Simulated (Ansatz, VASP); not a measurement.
**Ti in VASP and in Ansatz**

POSCAR

```
Ti
1.0
    0.0888125000      2.0300000000      2.0300000000
    2.0300000000      0.0888125000      2.0300000000
    2.1188125000      2.1188125000      0.0000000000
Ti
1
Direct
    0.0000000000      0.0000000000      0.0000000000
```

Contents of INCAR.step1:

```
SYSTEM = Ti
PREC = Accurate
ENCUT = 520
ISMEAR = 0
SIGMA = 0.15
LREAL = .False.
LASPH = .True.
NELM = 100
NBANDS = 12
GGA = PE
ALGO = Normal
EDIFF = 1E-4
LWAVE = .True.
LCHARG = .False.
```

File INCAR.step2:

```
SYSTEM = Ti
PREC = Accurate
ENCUT = 520
EDIFF = 1E-7
ISMEAR = 0
SIGMA = 0.15
LREAL = .False.
LASPH = .True.
NELM = 100
ALGO = Normal
ISIF = 2
LWAVE = .False.
LCHARG = .False.
METAGGA = R2SCAN
LMIXTAU = .True.
NBANDS = 12
ISTART = 1
```

Contents of KPOINTS:

```
regular mesh
0
Gamma
  20 20 20
  0 0 0
```

Input for Ansatz:

```yaml
crystal:
  lattice:
    - [0.0888125, 2.03, 2.03]
    - [2.03, 0.0888125, 2.03]
    - [2.1188125, 2.1188125, 0.0]
  atoms:
    - { symbol: Ti, position: [0.0, 0.0, 0.0] }
basis:
  ecutwfc: 500
kpoints:
  mp_grid: { grid: [20, 20, 20] }
hamiltonian:
  xc: r2scan
scf:
  occupations: { method: gaussian, width: 0.15 }
output:
  forces: true
  stress: true
  eigenvalues: true
```

Change from the starting cell: strain +0.0875 x Voigt [0, 0, 0, 0, 0, 1], atoms carried along.

Alike in both runs: task single point; functional r2SCAN; k mesh 20 × 20 × 20; occupations gaussian, width 0.15 eV; no spin polarisation.

|  | VASP | Ansatz |
| --- | --- | --- |
| version | VASP 6.6.1 | Ansatz 0.2.0 |
| potentials or method | VASP PAW PBE potentials, release 64 (Ti_sv), cutoff 520 eV | scalar-relativistic, plane waves, PAW |
| valence electrons in the cell | 12 | 12 |

VASP gave:

* gap on the k mesh at the Fermi level (eV): none
* pressure (GPa): 5.1
* traceless stress, the component that is largest in VASP (GPa): -5.97

Problem. Which values does Ansatz return?

Solution. gap on the k mesh at the Fermi level (eV): none; pressure (GPa): 4.6; traceless stress, the component that is largest in VASP (GPa): -5.93.

VASP's potentials were made for PBE, not for r2SCAN. A gap of «none» marks a metal or a gap that the smearing closes. The functional is the same, so the differences come from potentials, cutoffs and numerics.
